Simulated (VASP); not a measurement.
# MnInCu (P4/mmm) in VASP: a series of runs

Runs on MnInCu. Level: PBE. Tasks: single point, relaxation of cell and atoms.

All numbers are computed with VASP 6.6.1; they aren't measurements. Logs are shortened: lines on timing, memory, paths and dates and some standing lists are left out, and cuts for length are marked.

**1. The cell of the first run**

It takes space group P4/mmm (No. 123, tetragonal). The conventional cell has a = 3.515 Å, b = 3.515 Å, c = 4.316 Å, α = 90.00°, β = 90.00°, γ = 90.00°. Mn (site symmetry 4/mmm) has 2 Cu at 2.16 Å within 2.9 Å. Within 3.3 Å of In (site symmetry 4/mmm) lie 4 Cu at 2.49 Å and 8 Mn at 3.29 Å. Within 2.9 Å of Cu (site symmetry 4/mmm) lie 2 Mn at 2.16 Å and 4 In at 2.49 Å.

The cell was generated, and may not be a known phase.

**2. Single point, PBE, collinear spin, ferromagnetic start**

INCAR reads:

```
SYSTEM = MnInCu
PREC = Accurate
ENCUT = 520
EDIFF = 1E-6
ISMEAR = 0
SIGMA = 0.1
LREAL = .FALSE.
LASPH = .TRUE.
NELM = 150
ALGO = Normal
ISIF = 2
LWAVE = .FALSE.
LCHARG = .FALSE.
ISPIN = 2
MAGMOM = 4 0 0
LORBIT = 11
LMAXMIX = 4
GGA = PE
NBANDS = 30
```

KPOINTS reads:

```
regular mesh
0
G
  6 6 4
  0 0 0
```

POSCAR reads:

```
MnInCu
1.0
    3.5145104500      0.0000000000      0.0000000000
    0.0000000000      3.5145104500      0.0000000000
    0.0000000000      0.0000000000      4.3163849500
Mn In Cu
1 1 1
Direct
    0.5000000000      0.5000000000      0.5000000000
    0.0000000000      0.0000000000      0.0000000000
    0.5000000000      0.5000000000      0.0000000000
```

Potentials or basis: VASP PAW PBE potentials, release 64 (Mn_pv, In_d, Cu).

On the command line:

```bash
$ cat potpaw_PBE.64/Mn_pv/POTCAR potpaw_PBE.64/In_d/POTCAR potpaw_PBE.64/Cu/POTCAR > POTCAR
$ mpirun -np 1 vasp_std > vasp.out
```

OUTCAR:

```text
SYSTEM = MnInCu
   PREC = Accurate
   ENCUT = 520
   EDIFF = 1E-6
   ISMEAR = 0
   LREAL = .FALSE.
   LASPH = .TRUE.
   NELM = 150
   ISIF = 2
   ISPIN = 2
   LORBIT = 11
   GGA = PE

 ion  position               nearest neighbor table
   1  0.500  0.500  0.500-   3 2.16   3 2.16   2 3.29   2 3.29   2 3.29   2 3.29   2 3.29   2 3.29
                             2 3.29   2 3.29
   2  0.000  0.000  0.000-   3 2.49   3 2.49   3 2.49   3 2.49   1 3.29   1 3.29   1 3.29   1 3.29
                             1 3.29   1 3.29   1 3.29   1 3.29
   3  0.500  0.500  0.000-   1 2.16   1 2.16   2 2.49   2 2.49   2 2.49   2 2.49

  LATTYP: Found a simple tetragonal cell.
 ALAT       =     3.5145104500
 C/A-ratio  =     1.2281610800

  Lattice vectors:

 A1 = (   3.5145104500,   0.0000000000,   0.0000000000)
 A2 = (   0.0000000000,   3.5145104500,   0.0000000000)
 A3 = (   0.0000000000,   0.0000000000,   4.3163849500)

Analysis of symmetry for initial positions (statically):
=====================================================================
 Subroutine PRICEL returns:
 Original cell was already a primitive cell.

 Routine SETGRP: Setting up the symmetry group for a
 simple tetragonal supercell.

 Subroutine GETGRP returns: Found 16 space group operations
 (whereof 16 operations were pure point group operations)
 out of a pool of 16 trial point group operations.

The static configuration has the point symmetry D_4h.

Analysis of symmetry for dynamics (positions and initial velocities):
=====================================================================
 Subroutine PRICEL returns:
 Original cell was already a primitive cell.

 Routine SETGRP: Setting up the symmetry group for a
 simple tetragonal supercell.

 Subroutine GETGRP returns: Found 16 space group operations
 (whereof 16 operations were pure point group operations)
 out of a pool of 16 trial point group operations.

The dynamic configuration has the point symmetry D_4h.

Analysis of structural, dynamic, and magnetic symmetry:
=====================================================================
 Subroutine PRICEL returns:
 Original cell was already a primitive cell.

 Routine SETGRP: Setting up the symmetry group for a
 simple tetragonal supercell.

 Subroutine GETGRP returns: Found 16 space group operations
 (whereof 16 operations were pure point group operations)
 out of a pool of 16 trial point group operations.

The overall configuration has the point symmetry D_4h.

 Subroutine INISYM returns: Found 16 space group operations
 (whereof 16 operations are pure point group operations),
 and found     1 'primitive' translations

----------------------------------------------------------------------------------------

                                     Primitive cell

  volume of cell :      53.3151

  direct lattice vectors                    reciprocal lattice vectors
     3.514510450  0.000000000  0.000000000     0.284534650  0.000000000  0.000000000
     0.000000000  3.514510450  0.000000000     0.000000000  0.284534650  0.000000000
     0.000000000  0.000000000  4.316384950     0.000000000  0.000000000  0.231675351

  length of vectors
     3.514510450  3.514510450  4.316384950     0.284534650  0.284534650  0.231675351

  position of ions in fractional coordinates (direct lattice)
     0.500000000  0.500000000  0.500000000
     0.000000000  0.000000000  0.000000000
     0.500000000  0.500000000  0.000000000

  ion indices of the primitive-cell ions
   primitive index   ion index
                 1           1
                 2           2
                 3           3

----------------------------------------------------------------------------------------

 KPOINTS: regular mesh

Automatic generation of k-mesh.
 Grid dimensions read from file:
 generate k-points for:    6    6    4

 Generating k-lattice:

  Cartesian coordinates                     Fractional coordinates (reciprocal lattice)
     0.047422442  0.000000000  0.000000000     0.166666667  0.000000000  0.000000000
[... 60 lines left out ...]
      3     -42.2545      1.00000
      4      -7.1195      1.00000
      5      -7.1019      1.00000
      6      -6.9516      1.00000
[... 682 lines left out ...]
     29      19.4924      0.00000
     30      20.8143      0.00000

 k-point    24 :       0.5000    0.0000    0.5000
  band No.  band energies     occupation
      1     -42.4386      1.00000
      2     -42.4310      1.00000
      3     -42.2635      1.00000
      4      -7.1186      1.00000
      5      -7.0764      1.00000
      6      -7.0002      1.00000
[... 22 lines left out ...]
     29      20.0787      0.00000
     30      20.3985      0.00000

 [... further k-points ...]

 spin component 2

 k-point     1 :       0.0000    0.0000    0.0000
  band No.  band energies     occupation
      1     -38.4867      1.00000
      2     -38.3308      1.00000
      3     -38.3308      1.00000
      4      -7.1992      1.00000
      5      -7.1376      1.00000
      6      -7.1201      1.00000
[... 22 lines left out ...]
     29      19.7406      0.00000
     30      22.3623      0.00000

 k-point     2 :       0.1667    0.0000    0.0000
  band No.  band energies     occupation
      1     -38.4865      1.00000
      2     -38.3330      1.00000
      3     -38.3306      1.00000
      4      -7.1586      1.00000
      5      -7.1350      1.00000
      6      -7.0744      1.00000
[... 22 lines left out ...]
     29      20.2726      0.00000
     30      20.3910      0.00000

 k-point     3 :       0.3333    0.0000    0.0000
  band No.  band energies     occupation
      1     -38.4862      1.00000
      2     -38.3374      1.00000
      3     -38.3303      1.00000
      4      -7.1299      1.00000
      5      -7.1147      1.00000
      6      -6.9640      1.00000
[... 682 lines left out ...]
     29      19.9173      0.00000
     30      21.2212      0.00000

 k-point    24 :       0.5000    0.0000    0.5000
  band No.  band energies     occupation
      1     -38.4974      1.00000
      2     -38.3398      1.00000
      3     -38.3304      1.00000
      4      -7.1286      1.00000
      5      -7.0884      1.00000
      6      -7.0105      1.00000
[... 22 lines left out ...]
     29      20.5785      0.00000
     30      20.6284      0.00000

 [... further k-points ...]

------------------------ aborting loop because EDIFF is reached ----------------------------------------

  FORCE on cell =-STRESS in cart. coord.  units (eV):
  Direction    XX          YY          ZZ          XY          YZ          ZX
  --------------------------------------------------------------------------------------
  -------------------------------------------------------------------------------------
  Total        3.8540700      3.8540700     11.6841775      0.0000000      0.0000000      0.0000000
  in kB      115.8191402    115.8191402    351.1226783      0.0000000      0.0000000      0.0000000
  external PRESSURE =     194.2536529 kB  Pullay stress =       0.0000000 kB

 VOLUME and BASIS-vectors are now :
 -----------------------------------------------------------------------------
  energy-cutoff  :      520.00
  volume of cell :       53.32
      direct lattice vectors                 reciprocal lattice vectors
     3.514510450  0.000000000  0.000000000     0.284534650  0.000000000  0.000000000
     0.000000000  3.514510450  0.000000000     0.000000000  0.284534650  0.000000000
     0.000000000  0.000000000  4.316384950     0.000000000  0.000000000  0.231675351

 POSITION                                       TOTAL-FORCE (eV/Angst)
 -----------------------------------------------------------------------------------
      1.75726      1.75726      2.15819         0.000000      0.000000      0.000000
      0.00000      0.00000      0.00000         0.000000      0.000000      0.000000
      1.75726      1.75726      0.00000         0.000000      0.000000      0.000000
 -----------------------------------------------------------------------------------
    total drift:                                0.000000      0.000000      0.000000

  FREE ENERGIE OF THE ION-ELECTRON SYSTEM (eV)
  ---------------------------------------------------
  free  energy   TOTEN  =       -12.3610283318 eV

  energy  without entropy=      -12.3542709915  energy(sigma->0) =      -12.35764966

 total charge

# of ion       s       p       d       tot
------------------------------------------
    1        0.347   6.172   5.052  11.570
    2        0.903   0.760   9.886  11.549
    3        0.615   0.507   9.203  10.325
--------------------------------------------------
tot          1.865   7.438  24.141  33.444

 magnetization (x)

# of ion       s       p       d       tot
------------------------------------------
    1        0.057   0.025   3.728   3.810
    2        0.017  -0.071  -0.001  -0.056
    3       -0.023  -0.005   0.118   0.089
--------------------------------------------------
tot          0.050  -0.051   3.845   3.844
```

Run time: 2.2 min. Hardware: 1 thread of Intel Xeon 8259CL, shared host; peak memory 0.24 GiB.

What came out:

```yaml
Free_energy: -12.3610 eV
Pressure: 19.4 GPa
Net_moment: 4.03 μB per cell
Site_moments: Mn +3.81; In -0.06; Cu +0.09 μB
Valence_electrons_inside_the_program's_atomic_spheres: Mn 11.57; In 11.55; Cu 10.32
```

Stress tensor (GPa, compression positive):
```
11.58  0.00  0.00
 0.00 11.58  0.00
 0.00  0.00 35.11
```

Levels at points of the mesh, in eV from the Fermi level:
Spin up:
```
           k point  band 18  band 19  band 20  band 21  band 22  band 23
(0.00, 0.00, 0.00)    -1.69    -1.69    -1.15     2.08     2.08     2.93
(0.50, 0.00, 0.00)    -1.85    -1.68    -1.35     2.45     3.80     3.92
(0.50, 0.50, 0.00)    -2.06    -1.79    -1.79    -0.23    -0.18     4.00
(0.00, 0.00, 0.50)    -2.85    -2.85    -2.28     3.84     3.84     7.08
(0.50, 0.00, 0.50)    -2.64    -2.50    -1.71    -1.18    -1.02     7.52
(0.50, 0.50, 0.50)    -2.12    -0.35    -0.28    -0.22    -0.22     1.12
```
Spin down:
```csv
k point,band 15,band 16,band 17,band 18,band 19,band 20
"(0.00, 0.00, 0.00)",-1.03,-0.58,0.42,1.46,1.54,1.54
"(0.50, 0.00, 0.00)",-3.64,0.23,0.59,0.95,1.57,1.95
"(0.50, 0.50, 0.00)",-3.07,-1.61,-1.55,1.17,1.17,1.81
"(0.00, 0.00, 0.50)",-3.72,-0.23,0.04,0.04,0.34,1.42
"(0.50, 0.00, 0.50)",-3.45,-1.62,-1.03,0.11,0.72,1.04
"(0.50, 0.50, 0.50)",-3.09,-1.23,-0.60,-0.31,-0.22,1.82
```

Caveat: the k points lie up to 0.36 Å⁻¹ apart; spin-orbit coupling is left out, which moves the levels of the heavy elements.

**3. Single point, PBE, collinear spin, ferromagnetic start**

This run uses another cell than the first one, of 22.04 Å³/atom.

INCAR reads:

```
SYSTEM = MnInCu
  PREC = Accurate
  ENCUT = 520
  EDIFF = 1E-7
  ISMEAR = 0
  SIGMA = 0.1
  LREAL = .FALSE.
  LASPH = .TRUE.
  NELM = 150
  ALGO = Normal
  ISIF = 2
  LWAVE = .FALSE.
  LCHARG = .FALSE.
  ISPIN = 2
  MAGMOM = 4 0 0
  LORBIT = 11
  LMAXMIX = 4
  GGA = PE
  NBANDS = 30
```

KPOINTS reads:

```
Automatic mesh
0
G
  6 6 4
  0 0 0
```

POSCAR reads:

```
MnInCu
1.0
    3.6722007322      0.0000000000      0.0000000000
    0.0000000000      3.6722007322      0.0000000000
    0.0000000000      0.0000000000      4.9036088748
Mn In Cu
1 1 1
Direct
    0.5000000000      0.5000000000      0.5000000000
    0.0000000000      0.0000000000      0.0000000000
    0.5000000000      0.5000000000      0.0000000000
```

Potentials or basis: VASP PAW PBE potentials, release 64 (Mn_pv, In_d, Cu).

On the command line:

```bash
$ cat potpaw_PBE.64/Mn_pv/POTCAR potpaw_PBE.64/In_d/POTCAR potpaw_PBE.64/Cu/POTCAR > POTCAR
$ mpirun -np 1 vasp_std > vasp.out
```

Wall time 2.6 min (1 thread of Intel Xeon 8259CL, shared host); peak memory 0.26 GiB.

It converged, with:

| Quantity | Value |
| --- | --- |
| Free energy | -13.1842 eV |
| Pressure | 0.1 GPa |
| Net moment | 4.43 μB per cell |
| Site moments | Mn +4.16; In -0.03; Cu +0.05 μB |
| Valence electrons inside the program's atomic spheres | Mn 11.33; In 11.40; Cu 10.06 |

Stress tensor (GPa, compression positive):
```
0.08 0.00 0.00
0.00 0.08 0.00
0.00 0.00 0.30
```

Levels at points of the mesh, in eV from the Fermi level:
Spin up:
```
           k point  band 18  band 19  band 20  band 21  band 22  band 23  band 24  band 25
(0.00, 0.00, 0.00)    -2.29    -2.29    -1.45     0.99     2.27     2.27     5.63     7.17
(0.50, 0.00, 0.00)    -2.36    -2.29    -2.00     1.55     2.46     2.95     3.29     6.05
(0.50, 0.50, 0.00)    -2.35    -2.35    -2.20    -0.79    -0.65     2.96     3.80     4.24
(0.00, 0.00, 0.50)    -2.96    -2.96    -2.73     3.24     3.24     5.43     6.48     6.84
(0.50, 0.00, 0.50)    -2.88    -2.87    -2.42    -1.46    -0.84     6.72     7.71     8.26
(0.50, 0.50, 0.50)    -2.64    -0.78    -0.78    -0.63    -0.62     0.49     1.85     1.85
```
Spin down:
| k point | band 12 | band 13 | band 14 | band 15 | band 16 | band 17 | band 18 | band 19 | band 20 | band 21 |
| --- | --- | --- | --- | --- | --- | --- | --- | --- | --- | --- |
| (0.00, 0.00, 0.00) | -3.36 | -3.36 | -3.17 | -1.34 | -0.63 | 0.49 | 1.26 | 1.26 | 1.27 | 2.35 |
| (0.50, 0.00, 0.00) | -3.77 | -3.69 | -3.37 | -3.05 | 0.28 | 0.33 | 0.92 | 1.30 | 1.66 | 1.95 |
| (0.50, 0.50, 0.00) | -3.52 | -3.11 | -2.31 | -2.31 | -1.47 | -1.36 | 0.89 | 0.89 | 1.16 | 1.60 |
| (0.00, 0.00, 0.50) | -3.47 | -3.28 | -3.28 | -3.17 | 0.04 | 0.47 | 0.50 | 0.50 | 1.26 | 3.76 |
| (0.50, 0.00, 0.50) | -3.67 | -3.48 | -3.29 | -2.95 | -1.49 | -0.69 | 0.33 | 0.94 | 0.96 | 1.25 |
| (0.50, 0.50, 0.50) | -3.44 | -3.10 | -2.31 | -2.31 | -0.68 | -0.67 | -0.48 | -0.38 | 1.60 | 1.78 |

Caveat: spin-orbit coupling is left out, which moves the levels of the heavy elements.

**4. Relaxation of cell and atoms, PBE, collinear spin, ferromagnetic start**

INCAR reads:

```
ALGO = Fast
EDIFF = 1E-7
EDIFFG = -0.04
ENCUT = 600
GGA = PE
IBRION = 2
ISIF = 3
ISMEAR = 0
ISPIN = 2
LASPH = T
LCHARG = F
LMAXMIX = 4
LORBIT = 11
LREAL = F
LWAVE = F
MAGMOM = 4 0 0
NELM = 150
NSW = 90
PREC = Accurate
SIGMA = 0.1
```

KPOINTS reads:

```
k-points
0
Gamma
  6 6 4
```

POSCAR reads:

```
MnInCu
1.0
    3.5145104500      0.0000000000      0.0000000000
    0.0000000000      3.5145104500      0.0000000000
    0.0000000000      0.0000000000      4.3163849500
Mn In Cu
1 1 1
Direct
    0.5000000000      0.5000000000      0.5000000000
    0.0000000000      0.0000000000      0.0000000000
    0.5000000000      0.5000000000      0.0000000000
```

On the command line:

```bash
$ cat potpaw_PBE.64/Mn_pv/POTCAR potpaw_PBE.64/In_d/POTCAR potpaw_PBE.64/Cu/POTCAR > POTCAR
$ mpirun -np 1 vasp_std > vasp.out
```

It took 11 min on 1 thread of Intel Xeon 8259CL, shared host; peak memory 0.26 GiB.

Results (log left out):

| Item | Value |
| --- | --- |
| Free energy | -13.1801 eV |
| Relaxed volume | 22.13 Å³/atom |
| Relaxed cell | a = 3.675 Å, b = 3.675 Å, c = 4.914 Å, α = 90.00°, β = 90.00°, γ = 90.00° |
| Space group after relaxing (to 0.1 Å) | P4/mmm (No. 123) |
| Energy gained by relaxing | 273.0 meV/atom |
| Ionic steps | 4 |
| Pressure after relaxing | -0.1 GPa |
| Net moment | -4.43 μB per cell |
| Site moments | Mn -4.16; In +0.03; Cu -0.05 μB |
| Valence electrons inside the program's atomic spheres | Mn 11.33; In 11.40; Cu 10.05 |

The path:
| step | energy change (eV) | largest force (eV/Å) | pressure (GPa) | volume (Å³) |
| --- | --- | --- | --- | --- |
| 1 | 0.0000 | 0.0000 | 19.47 | 53.32 |
| 2 | -0.7516 | 0.0000 | -3.19 | 71.47 |
| 3 | -0.8185 | 0.0000 | 0.33 | 65.89 |
| 4 | -0.8190 | 0.0000 | -0.07 | 66.39 |

Final structure:
```cif
data_structure
_symmetry_space_group_name_H-M 'P 1'
_symmetry_Int_Tables_number 1
_cell_length_a 3.6755
_cell_length_b 3.6755
_cell_length_c 4.9142
_cell_angle_alpha 90.000
_cell_angle_beta 90.000
_cell_angle_gamma 90.000
_cell_volume 66.39
loop_
_atom_site_label
_atom_site_type_symbol
_atom_site_fract_x
_atom_site_fract_y
_atom_site_fract_z
_atom_site_occupancy
Mn1 Mn 0.50000 0.50000 0.50000 1
In1 In 0.00000 0.00000 0.00000 1
Cu1 Cu 0.50000 0.50000 0.00000 1
```

Levels at points of the mesh, in eV from the Fermi level:
Spin up:
| k point | band 12 | band 13 | band 14 | band 15 | band 16 | band 17 | band 18 | band 19 | band 20 | band 21 |
| --- | --- | --- | --- | --- | --- | --- | --- | --- | --- | --- |
| (0.00, 0.00, 0.00) | -3.35 | -3.35 | -3.17 | -1.34 | -0.64 | 0.49 | 1.26 | 1.26 | 1.27 | 2.35 |
| (0.50, 0.00, 0.00) | -3.76 | -3.68 | -3.36 | -3.04 | 0.28 | 0.33 | 0.92 | 1.29 | 1.65 | 1.94 |
| (0.50, 0.50, 0.00) | -3.51 | -3.10 | -2.30 | -2.30 | -1.47 | -1.35 | 0.89 | 0.89 | 1.15 | 1.60 |
| (0.00, 0.00, 0.50) | -3.46 | -3.27 | -3.27 | -3.16 | 0.05 | 0.47 | 0.50 | 0.50 | 1.26 | 3.75 |
| (0.50, 0.00, 0.50) | -3.66 | -3.47 | -3.28 | -2.94 | -1.48 | -0.69 | 0.33 | 0.94 | 0.96 | 1.24 |
| (0.50, 0.50, 0.50) | -3.43 | -3.09 | -2.30 | -2.30 | -0.67 | -0.67 | -0.48 | -0.38 | 1.59 | 1.77 |
Spin down:
```
           k point  band 19  band 20  band 21  band 22  band 23  band 24
(0.00, 0.00, 0.00)    -2.30    -1.45     0.96     2.27     2.27     5.61
(0.50, 0.00, 0.00)    -2.30    -2.01     1.54     2.44     2.94     3.25
(0.50, 0.50, 0.00)    -2.36    -2.20    -0.79    -0.66     2.95     3.78
(0.00, 0.00, 0.50)    -2.96    -2.73     3.23     3.23     5.40     7.74
(0.50, 0.00, 0.50)    -2.87    -2.43    -1.46    -0.83     6.70     7.69
(0.50, 0.50, 0.50)    -0.78    -0.78    -0.63    -0.62     0.48     1.85
```

Caveat: the k points lie up to 0.32 Å⁻¹ apart in the final cell; the volume moved by over 15 % at a fixed basis, so the end points are rough; spin-orbit coupling is left out, which moves the levels of the heavy elements.

**5. The runs side by side**

| task | cell | cutoff (eV) | gap on the mesh (eV) | pressure (GPa) | moment (μB) |
| --- | --- | --- | --- | --- | --- |
| single point | a = 3.515, b = 3.515, c = 4.316 Å, 3 atoms | 520 | none | 19.4 | 4.03 |
| single point | a = 3.672, b = 3.672, c = 4.904 Å, 3 atoms | 520 | none | 0.1 | 4.43 |
| relaxation of cell and atoms | relaxed from a = 3.515, b = 3.515, c = 4.316 Å, 3 atoms | 600 | none | -0.1 | 4.43 |

Alike in all rows: level PBE; potentials or basis VASP PAW PBE potentials, release 64 (Mn_pv, In_d, Cu); spin collinear, ferromagnetic start; k mesh 6 × 6 × 4; smearing gaussian 0.1 eV.

Caveats: some runs use coarse meshes; spin-orbit coupling is left out, which moves the levels of the heavy elements; the volume moved by over 15 % at a fixed basis, so the end points are rough (at least some runs).

Total energies depend on the potentials used, so only differences within one code and one set of settings carry meaning.
